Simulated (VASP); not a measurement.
Set up this calculation in VASP 6.6.1, as the native input.

```yaml
Task: single point
Functional: PBE
Potentials_or_basis: VASP PAW PBE potentials, release 64 (Be, P)
Cutoff: 520 eV
k_mesh: 9 × 9 × 9
Occupations: methfessel-paxton, width 0.0143 eV
Spin: no spin polarisation
Dipole_correction: no
k_mesh_for_the_DOS: 14 × 14 × 14
Occupations_for_the_DOS: tetrahedron
Further_INCAR_settings: ALGO = Normal; EDIFF = 1e-06; NBANDS = 10
```

BeP:

```xyz
2
Lattice="0.0000 2.5091 2.5091 2.5091 0.0000 2.5091 2.5091 2.5091 0.0000" Properties=species:S:1:pos:R:3 pbc="T T T"
Be    0.0000    0.0000    0.0000
P     1.2545    1.2545    1.2545
```

One way to write it, as run:

POSCAR

```
BeP
1.0
    0.0000000000      2.5090590000      2.5090590000
    2.5090590000      0.0000000000      2.5090590000
    2.5090590000      2.5090590000      0.0000000000
Be P
1 1
Direct
    0.0000000000      0.0000000000      0.0000000000
    0.2500000000      0.2500000000      0.2500000000
```

INCAR.step1

```
SYSTEM = BeP
ALGO     = Normal         ! electronic algorithm
EDIFF    = 1E-6           ! SCF threshold, eV
ENCUT    = 520            ! plane-wave cutoff, eV
GGA      = PE             ! functional
GGA_COMPAT= .FALSE.      
ISIF     = 2              ! what is computed and relaxed
ISMEAR   = 1              ! smearing method
LASPH    = .TRUE.         ! aspherical terms in the spheres
LCHARG   = .TRUE.         ! write CHGCAR
LORBIT   = 11             ! projections on sites
LREAL    = .FALSE.        ! projectors in reciprocal space
LWAVE    = .FALSE.        ! write WAVECAR
NBANDS   = 10             ! bands
NEDOS    = 2001           ! points of the DOS
NELM     = 120            ! most SCF steps
PREC     = Accurate       ! precision mode
SIGMA    = 0.0143         ! smearing width, eV
```

KPOINTS.step1

```
k-points
0
G
  9 9 9
  0 0 0
```

INCAR.step2

```
SYSTEM = BeP
ALGO     = Normal         ! electronic algorithm
EDIFF    = 1E-6           ! SCF threshold, eV
ENCUT    = 520            ! plane-wave cutoff, eV
GGA      = PE             ! functional
GGA_COMPAT= .FALSE.      
ICHARG   = 11             ! starting density
ISIF     = 2              ! what is computed and relaxed
ISMEAR   = -5             ! smearing method
LASPH    = .TRUE.         ! aspherical terms in the spheres
LCHARG   = .FALSE.        ! write CHGCAR
LORBIT   = 11             ! projections on sites
LREAL    = .FALSE.        ! projectors in reciprocal space
LWAVE    = .FALSE.        ! write WAVECAR
NBANDS   = 10             ! bands
NEDOS    = 1001           ! points of the DOS
NELM     = 120            ! most SCF steps
PREC     = Accurate       ! precision mode
SIGMA    = 0.0143         ! smearing width, eV
```

KPOINTS.step2

```
k-points
0
G
  14 14 14
  0 0 0
```

Potentials or basis: VASP PAW PBE potentials, release 64 (Be, P).

Command:

```bash
$ cat potpaw_PBE.64/Be/POTCAR potpaw_PBE.64/P/POTCAR > POTCAR
$ cp INCAR.step1 INCAR
$ cp KPOINTS.step1 KPOINTS
$ mpirun -np 1 vasp_std > vasp.out
$ cp INCAR.step2 INCAR
$ cp KPOINTS.step2 KPOINTS
$ mpirun -np 1 vasp_std > vasp.out
```

Results of the run:

```
Valence electrons inside the program's atomic spheres : Be 1.06; P 2.50
```

Run time: 12 s on 1 thread of Intel(R) Xeon(R) 6975P-C (Granite Rapids) (shared host), peak memory 0.16 GiB.
